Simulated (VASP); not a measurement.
# TbC4: single point with PBE

TbC4:

```
Tb C
1.0
    -3.06024    3.06024    1.85196
     3.06024   -3.06024    1.85196
     3.06024    3.06024   -1.85196
Tb C
1 4
Direct
  0.00000 0.00000 0.00000
  0.79286 0.60487 0.39773
  0.20714 0.39513 0.60227
  0.39513 0.79286 0.18799
  0.60487 0.20714 0.81201
```

The cell was built from a structure type or drawn by symmetry, and may not be a known phase.

```json
{
  "Program": "VASP 6.6.1",
  "Task": "single point",
  "Functional": "PBE",
  "Potentials or basis": "VASP PAW PBE potentials, release 64 (Tb_3, C), 4f in core",
  "Cutoff": "600 eV",
  "k mesh": "6 × 6 × 6",
  "Occupations": "gaussian, width 0.1 eV",
  "Spin": "no spin polarisation",
  "Dipole correction": "no",
  "Mended": "yes",
  "Further INCAR settings": "ALGO = Normal; EDIFF = 1e-06; NBANDS = 20"
}
```

The pressure is -18.9 GPa, the largest force is 0.378 eV/Å and the band gap on the k mesh is zero (an odd number of electrons rules out a gap without spin polarisation).

Forces on the atoms (eV/Å):
```
Tb   0.000  0.000  0.000
C    0.370 -0.075  0.000
C   -0.370  0.075  0.000
C   -0.075 -0.370  0.000
C    0.075  0.370  0.000
```

Stress tensor (GPa, compression positive):
```
-19.41   0.00   0.00
  0.00 -19.41   0.00
  0.00   0.00 -17.76
```

Levels at points of the mesh, in eV from the Fermi level:
```csv
k point,band 9,band 10,band 11,band 12,band 13,band 14,band 15,band 16
"(0.00, 0.00, 0.00)",-2.14,-1.58,-1.58,-0.81,-0.81,-0.03,0.03,0.49
"(0.50, 0.00, 0.00)",-3.30,-2.23,-1.36,-0.91,0.11,0.69,1.42,1.58
"(0.50, 0.50, 0.00)",-2.64,-2.32,-0.56,0.08,0.21,0.72,1.29,1.55
"(0.50, 0.50, 0.50)",-2.15,-0.27,0.24,0.24,0.65,0.65,1.06,1.20
```

Run time: 31 s on 1 thread of Intel(R) Xeon(R) 6975P-C (Granite Rapids), with other jobs on the host, peak memory 0.27 GiB.

Caveat: the cell stands under tension; spin-orbit coupling is left out, which moves the levels of the heavy elements; the 4f electrons are frozen in the core, so they carry no moment and show no levels. Spin polarisation is off, so any magnetic state and its effect on volume and gap are missing.
